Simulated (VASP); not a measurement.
# ZnO (P6_3mc) in VASP: a series of runs, part 2 of 2

VASP 6.6.1. The steps go on from the part before.

**4. Single point, PBE (zz strain of +3 %)**

Input file INCAR:

```
SYSTEM = ZnO
PREC = Accurate
ENCUT = 520
EDIFF = 1E-6
ISMEAR = -1
SIGMA = 0.02
LREAL = .False.
LASPH = .True.
NELM = 60
ALGO = Normal
ISIF = 2
LWAVE = .False.
LCHARG = .True.
GGA = PE
LELF = .True.
LVHAR = .True.
NBANDS = 26
```

Input file KPOINTS:

```
regular mesh
0
Gamma
  11 11 6
  0 0 0
```

Input file POSCAR:

```
ZnO
1.0
    3.2493987239      0.0000000000      0.0000000000
   -1.6246993619      2.8140618419      0.0000000000
    0.0000000000      0.0000000000      5.3599140000
Zn O
2 2
Direct
    0.3333333333      0.6666666667      0.0000000000
    0.6666666667      0.3333333333      0.5000000000
    0.3333333333      0.6666666667      0.3821000000
    0.6666666667      0.3333333333      0.8821000000
```

Potentials or basis: VASP PAW PBE potentials, release 64 (Zn, O).

The run is started by

```console
cat potpaw_PBE.64/Zn/POTCAR potpaw_PBE.64/O/POTCAR > POTCAR
mpirun -np 1 vasp_std > vasp.out
```

OUTCAR:

```text
SYSTEM = ZnO
   PREC = Accurate
   ENCUT = 520
   EDIFF = 1E-6
   ISMEAR = -1
   LREAL = .False.
   LASPH = .True.
   NELM = 60
   ISIF = 2
   GGA = PE

 ion  position               nearest neighbor table
   1  0.333  0.667  0.000-   4 1.98   4 1.98   4 1.98   3 2.05
   2  0.667  0.333  0.500-   3 1.98   3 1.98   3 1.98   4 2.05
   3  0.333  0.667  0.382-   2 1.98   2 1.98   2 1.98   1 2.05
   4  0.667  0.333  0.882-   1 1.98   1 1.98   1 1.98   2 2.05

  LATTYP: Found a hexagonal cell.
 ALAT       =     3.2493987239
 C/A-ratio  =     1.6495094802

  Lattice vectors:

 A1 = (   3.2493987239,   0.0000000000,   0.0000000000)
 A2 = (  -1.6246993619,   2.8140618419,   0.0000000000)
 A3 = (   0.0000000000,   0.0000000000,   5.3599140000)

Analysis of symmetry for initial positions (statically):
=====================================================================
 Subroutine PRICEL returns:
 Original cell was already a primitive cell.

 Routine SETGRP: Setting up the symmetry group for a
 hexagonal supercell.

 Subroutine GETGRP returns: Found 12 space group operations
 (whereof  6 operations were pure point group operations)
 out of a pool of 24 trial point group operations.

The static configuration has the point symmetry C_3v.
 The point group associated with its full space group is C_6v.

Analysis of symmetry for dynamics (positions and initial velocities):
=====================================================================
 Subroutine PRICEL returns:
 Original cell was already a primitive cell.

 Routine SETGRP: Setting up the symmetry group for a
 hexagonal supercell.

 Subroutine GETGRP returns: Found 12 space group operations
 (whereof  6 operations were pure point group operations)
 out of a pool of 24 trial point group operations.

The dynamic configuration has the point symmetry C_3v.
 The point group associated with its full space group is C_6v.

 Subroutine INISYM returns: Found 12 space group operations
 (whereof  6 operations are pure point group operations),
 and found     1 'primitive' translations

----------------------------------------------------------------------------------------

                                     Primitive cell

  volume of cell :      49.0111

  direct lattice vectors                    reciprocal lattice vectors
     3.249398724  0.000000000  0.000000000     0.307749244  0.177679109  0.000000000
    -1.624699362  2.814061842  0.000000000     0.000000000  0.355358217  0.000000000
     0.000000000  0.000000000  5.359914000     0.000000000  0.000000000  0.186570158

  length of vectors
     3.249398724  3.249398724  5.359914000     0.355358217  0.355358217  0.186570158

  position of ions in fractional coordinates (direct lattice)
     0.333333333  0.666666667  0.000000000
     0.666666667  0.333333333  0.500000000
     0.333333333  0.666666667  0.382100000
     0.666666667  0.333333333  0.882100000

  ion indices of the primitive-cell ions
   primitive index   ion index
                 1           1
                 2           2
                 3           3
                 4           4

----------------------------------------------------------------------------------------

 KPOINTS: regular mesh

Automatic generation of k-mesh.
 Grid dimensions read from file:
 generate k-points for:   11   11    6

 Generating k-lattice:

  Cartesian coordinates                     Fractional coordinates (reciprocal lattice)
     0.027977204  0.016152646  0.000000000     0.090909091  0.000000000  0.000000000
     0.000000000  0.032305292  0.000000000     0.000000000  0.090909091  0.000000000
     0.000000000  0.000000000  0.031095026     0.000000000  0.000000000  0.166666667

  Length of vectors
     0.032305292  0.032305292  0.031095026

  Shift w.r.t. Gamma in fractional coordinates (k-lattice)
     0.000000000  0.000000000  0.000000000

 Subroutine IBZKPT returns following result:
 ===========================================

 Found     64 irreducible k-points:

 Following reciprocal coordinates:
            Coordinates               Weight
  0.000000  0.000000  0.000000      1.000000
  0.090909 -0.000000  0.000000      6.000000
  0.181818 -0.000000  0.000000      6.000000
  0.272727  0.000000  0.000000      6.000000
  0.363636 -0.000000  0.000000      6.000000
  0.454545  0.000000  0.000000      6.000000
[... 16 lines left out ...]
  0.090909  0.090909  0.166667     12.000000
  0.181818  0.090909  0.166667     24.000000
 [... further k-points ...]
   k-points           NKPTS =     64   k-points in BZ     NKDIM =     64   number of bands    NBANDS=     26
   number of dos      NEDOS =    301   number of ions     NIONS =      4
   total plane-waves  NPLWV =  23040
   dimension x,y,z NGX =    24 NGY =   24 NGZ =   40
   dimension x,y,z NGXF=    48 NGYF=   48 NGZF=   80
   ions per type =               2   2
   NGX,Y,Z   is equivalent  to a cutoff of  12.28, 12.28, 12.41 a.u.
   NGXF,Y,Z  is equivalent  to a cutoff of  24.56, 24.56, 24.81 a.u.
 SYSTEM =  ZnO
   PREC   = accura    normal or accurate (medium, high low for compatibility)
   ISTART =      0    job   : 0-new  1-cont  2-samecut
   ICHARG =      2    charge: 1-file 2-atom 10-const
   ISPIN  =      1    spin polarized calculation?
   LNONCOLLINEAR =      F non collinear calculations
   LSORBIT =      F    spin-orbit coupling
   LASPH  =      T    aspherical Exc in radial PAW
   ENCUT  =  520.0 eV  38.22 Ry    6.18 a.u.   6.04  6.04  9.97*2*pi/ulx,y,z
   NELM   =     60;   NELMIN=  2; NELMDL= -5     # of ELM steps
   EDIFF  = 0.1E-05   stopping-criterion for ELM
   LREAL  =      F    real-space projection
   EDIFFG = 0.1E-04   stopping-criterion for IOM
   NSW    =      0    number of steps for IOM
   IBRION =     -1    ionic relax: 0-MD 1-quasi-New 2-CG
   NFREE  =      0    steps in history (QN), initial steepest desc. (CG)
   ISIF   =      2    stress and relaxation
   ISYM   =      2    0-nonsym 1-usesym 2-fastsym
   POTIM  = 0.5000    time-step for ionic-motion
   TEBEG  =    0.0;   TEEND  =   0.0 temperature during run
   PSTRESS=    0.0 pullay stress
   NELECT =      36.0000    total number of electrons
   NUPDOWN=      -1.0000    fix difference up-down
   EMIN   =  10.00;   EMAX   =-10.00  energy-range for DOS
   EFERMI =   0.00;   METHOD = LEGACY
   ISMEAR =    -1;   SIGMA  =   0.02  broadening in eV -4-tet -1-fermi 0-gaus
   EFERMI_NEDOS =   21; number of points for ismear=-14 and -15
   IALGO  =     38    algorithm
   IMIX   =      4    mixing-type and parameters
     AMIX     =   0.40;   BMIX     =  1.00
     AMIX_MAG =   1.60;   BMIX_MAG =  1.00
  volume/ion in A,a.u.               =      12.25        82.69
  Fermi-wavevector in a.u.,A,eV,Ry     =   1.477103  2.791320 29.685652  2.181834
  Thomas-Fermi vector in A             =   2.591548
   LORBIT       =      0    0 simple, 1 ext, 2 COOP (PROOUT), +10 PAW based schemes
   GGA     = PE    functional components
   LHFCALC =     F    Hartree Fock is set to
   AEXX    =    0.0000 exact exchange contribution
   IVDW    =     0    specifies the selected vdW correction
   LEPSILON=     F    determine dielectric tensor
   LRPA    =     F    only Hartree local field effects (RPA)
 non-spin polarized calculation
  energy-cutoff  :      520.00
  volume of cell :       49.01
 maximum number of plane-waves:      1342
   NGX = 13   NGY = 13   NGZ = 19

 number of electron      36.0000063 magnetization

 Free energy of the ion-electron system (eV)
  ---------------------------------------------------
  ext. energy  EPLUGINS =         0.00000000
  ---------------------------------------------------
  free energy    TOTEN  =       -17.84161614 eV

  energy without entropy =      -17.84161614  energy(sigma->0) =      -17.84161614

 E-fermi :   1.3363     XC(G=0): -10.7566

 val. band max:        0.9747271962   @ k =   0.0000   0.0000   0.0000
 cond. band min:       1.6813553922   @ k =   0.0000   0.0000   0.0000
 fundamental gap:      0.7066281961
 Fermi energy:         1.3363218755

 k-point     1 :       0.0000    0.0000    0.0000
  band No.  band energies     occupation
      1     -16.9225      2.00000
      2     -16.2826      2.00000
      3      -4.6470      2.00000
      4      -4.6470      2.00000
      5      -4.5531      2.00000
      6      -4.5073      2.00000
[... 685 lines left out ...]
     25      13.9323      0.00000
     26      15.3435      0.00000

 [... further k-points ...]

------------------------ aborting loop because EDIFF is reached ----------------------------------------

  FORCE on cell =-STRESS in cart. coord.  units (eV):
  Direction    XX          YY          ZZ          XY          YZ          ZX
  --------------------------------------------------------------------------------------
  -------------------------------------------------------------------------------------
  Total        1.1668991      1.1668991     -0.5425852      0.0000000     -0.0000000     -0.0000000
  in kB       38.1460364     38.1460364    -17.7371604      0.0000000     -0.0000000     -0.0000000
  external PRESSURE =      19.5183041 kB  Pullay stress =       0.0000000 kB

 VOLUME and BASIS-vectors are now :
 -----------------------------------------------------------------------------
  energy-cutoff  :      520.00
  volume of cell :       49.01
      direct lattice vectors                 reciprocal lattice vectors
     3.249398724  0.000000000  0.000000000     0.307749244  0.177679109  0.000000000
    -1.624699362  2.814061842  0.000000000     0.000000000  0.355358217  0.000000000
     0.000000000  0.000000000  5.359914000     0.000000000  0.000000000  0.186570158

 POSITION                                       TOTAL-FORCE (eV/Angst)
 -----------------------------------------------------------------------------------
     -0.00000      1.87604      0.00000         0.000000      0.000000      0.241800
      1.62470      0.93802      2.67996        -0.000000     -0.000000      0.241800
     -0.00000      1.87604      2.04802         0.000000      0.000000     -0.241800
      1.62470      0.93802      4.72798        -0.000000     -0.000000     -0.241800
 -----------------------------------------------------------------------------------
    total drift:                               -0.000000     -0.000000     -0.001521

  FREE ENERGIE OF THE ION-ELECTRON SYSTEM (eV)
  ---------------------------------------------------
  free  energy   TOTEN  =       -17.8416161449 eV

  energy  without entropy=      -17.8416161449  energy(sigma->0) =      -17.84161614
```

OSZICAR:

```text
N       E                     dE             d eps       ncg     rms          rms(c)
DAV:   1     0.300478356034E+03    0.30048E+03   -0.18115E+04  3360   0.200E+03
DAV:   2     0.121570684859E+02   -0.28832E+03   -0.26994E+03  3478   0.414E+02
DAV:   3    -0.204328975773E+02   -0.32590E+02   -0.32162E+02  3742   0.141E+02
DAV:   4    -0.210887981579E+02   -0.65590E+00   -0.65430E+00  3708   0.204E+01
DAV:   5    -0.210920766176E+02   -0.32785E-02   -0.32782E-02  3654   0.150E+00    0.142E+01
DAV:   6    -0.176762327435E+02    0.34158E+01   -0.67729E+00  5306   0.625E+01    0.861E+00
DAV:   7    -0.178804571619E+02   -0.20422E+00   -0.29461E+00  3438   0.172E+01    0.518E+00
DAV:   8    -0.178899111888E+02   -0.94540E-02   -0.52002E-01  4780   0.740E+00    0.164E+00
DAV:   9    -0.178389645983E+02    0.50947E-01   -0.10521E-01  4822   0.637E+00    0.302E-01
DAV:  10    -0.178414850897E+02   -0.25205E-02   -0.36045E-02  3366   0.134E+00    0.125E-01
DAV:  11    -0.178415927810E+02   -0.10769E-03   -0.65613E-04  3646   0.451E-01    0.445E-02
DAV:  12    -0.178416085812E+02   -0.15800E-04   -0.18326E-04  4336   0.393E-01    0.162E-02
DAV:  13    -0.178416207607E+02   -0.12179E-04   -0.36613E-05  3728   0.983E-02    0.188E-02
DAV:  14    -0.178416163116E+02    0.44491E-05   -0.16517E-05  3746   0.357E-02    0.194E-03
DAV:  15    -0.178416161449E+02    0.16664E-06   -0.12146E-06  2360   0.100E-02
   1 F= -.17841616E+02 E0= -.17841616E+02  d E =-.743683E-10
```

stdout:

```text
POSCAR found type information on POSCAR ZnO
 POSCAR found :  2 types and       4 ions
 scaLAPACK will be used
 LDA part: xc-table for (Slater+PW92), standard interpolation
 POSCAR, INCAR and KPOINTS ok, starting setup
 FFT: planning ... GRIDC
 FFT: planning ... GRID_SOFT
 FFT: planning ... GRID
 WAVECAR not read
 entering main loop
```

Wall time 54 s (1 thread of Intel Xeon Platinum 8124M at 3.00GHz (Skylake/Cascade Lake), shared host); peak memory 0.2 GiB.

What came out:

```
Free energy            : -17.8416 eV
Pressure               : 2.0 GPa
Largest force          : 0.242 eV/Å
Band gap on the k mesh : 0.71 eV, direct
```

Forces in eV/Å, atoms in the order of the input:
```
Zn   0.000  0.000  0.242
Zn   0.000  0.000  0.242
O    0.000  0.000 -0.242
O    0.000  0.000 -0.242
```

Stress tensor (GPa, compression positive):
```
 3.81  0.00  0.00
 0.00  3.81  0.00
 0.00  0.00 -1.77
```

Caveat: the cell differs from its parent crystal (zz strain of +3 %).

**5. Overview**

```tsv
cell	gap on the mesh (eV)	pressure (GPa)	largest force (eV/Å)
a = 3.249, b = 3.249, c = 5.100 Å, angles 90.0, 90.0, 120.0°, 4 atoms	0.84	9.3	0.20
a = 3.249, b = 3.249, c = 5.256 Å, angles 90.0, 90.0, 120.0°, 4 atoms	0.76	4.5	0.12
a = 3.249, b = 3.249, c = 5.360 Å, angles 90.0, 90.0, 120.0°, 4 atoms	0.71	2.0	0.24
```

Alike in all rows: task single point; level PBE; potentials or basis VASP PAW PBE potentials, release 64 (Zn, O); no spin polarisation; k mesh 11 × 11 × 6; cutoff (eV) 520; smearing fermi-dirac 0.02 eV.

Total energies depend on the potentials used, so only differences within one code and one set of settings carry meaning.
